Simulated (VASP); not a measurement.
Input of a VASP 6.6.1 run:

Contents of INCAR:

```
  ALGO = Normal
  EDIFF = 1E-6
  ENCUT = 600
  GGA = PS
  GGA_COMPAT = F
  ISIF = 2
  ISMEAR = 0
  LASPH = T
  LCHARG = F
  LREAL = F
  LWAVE = F
  NBANDS = 11
  NELM = 120
  PREC = Accurate
  SIGMA = 0.02
```

The input KPOINTS:

```
k-points
0
Gamma
  12 12 12
```

POSCAR

```
BN
1.0
    0.0000000000      1.8553818278      1.8553818278
    1.8553818278      0.0000000000      1.8553818278
    1.8553818278      1.8553818278      0.0000000000
B N
1 1
Direct
    0.0000000000      0.0000000000      0.0000000000
    0.2500000000      0.2500000000      0.2500000000
```

Potentials or basis: VASP PAW PBE potentials, release 64 (B, N).

The run is started by

```bash
$ cat potpaw_PBE.64/B/POTCAR potpaw_PBE.64/N/POTCAR > POTCAR
$ mpirun -np 1 vasp_std > vasp.out
```

Question: Estimate the band gap on the k mesh.

Answer: 4.19 eV, indirect (least direct gap 8.39 eV).

Question: What does it give for the pressure?

Answer: -28.3 GPa.

Caveat: the PAW data sets were made with another functional, which shifts forces and pressure a little. A k mesh can miss the band edges.
